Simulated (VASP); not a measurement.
Wanted: the native input for a VASP 6.6.1 run.

- Task: single point
- Functional: LDA
- Potentials or basis: VASP PAW LDA potentials, release 64 (Mo_sv, S)
- Cutoff: 520 eV
- k mesh: 8 × 8 × 4
- Occupations: gaussian, width 0.1 eV
- Spin: no spin polarisation
- Dipole correction: no
- Further INCAR settings: ALGO = Normal; EDIFF = 1e-06; NBANDS = 20

The structure of MoS2 lies in POSCAR:

```
MoS2
1.0
    3.2274650000      0.0000000000      0.0000000000
   -1.6137320000      2.7950660000      0.0000000000
    0.0000000000      0.0000000000      6.3124730000
Mo S
1 2
Direct
    0.0000000000      0.0000000000      0.5000000000
    0.3333333333      0.6666666667      0.2553190000
    0.6666666667      0.3333333333      0.7446810000
```

One way to write it, as run:

INCAR

```
SYSTEM = MoS2
  ALGO = Normal
  EDIFF = 1E-6
  ENCUT = 520
  ISIF = 2
  ISMEAR = 0
  LASPH = .TRUE.
  LCHARG = .FALSE.
  LREAL = .FALSE.
  LWAVE = .FALSE.
  NBANDS = 20
  NELM = 100
  PREC = Accurate
  SIGMA = 0.1
```

KPOINTS

```
k-points
0
G
  8 8 4
  0 0 0
```

Potentials or basis: VASP PAW LDA potentials, release 64 (Mo_sv, S).

Run with:

```console
$ cat potpaw_LDA.64/Mo_sv/POTCAR potpaw_LDA.64/S/POTCAR > POTCAR
$ mpirun -np 1 vasp_std > vasp.out
```

Results of the run:

```json
{
  "Pressure": "-5.8 GPa",
  "Largest force": "0.146 eV/Å",
  "Band gap on the k mesh": "zero (bands 13 and 14 overlap by 0.54 eV)"
}
```

Caveat: the cell stands under tension.

Run time: 41 s on 1 thread of Intel Xeon 8259CL (shared host), peak memory 0.17 GiB.
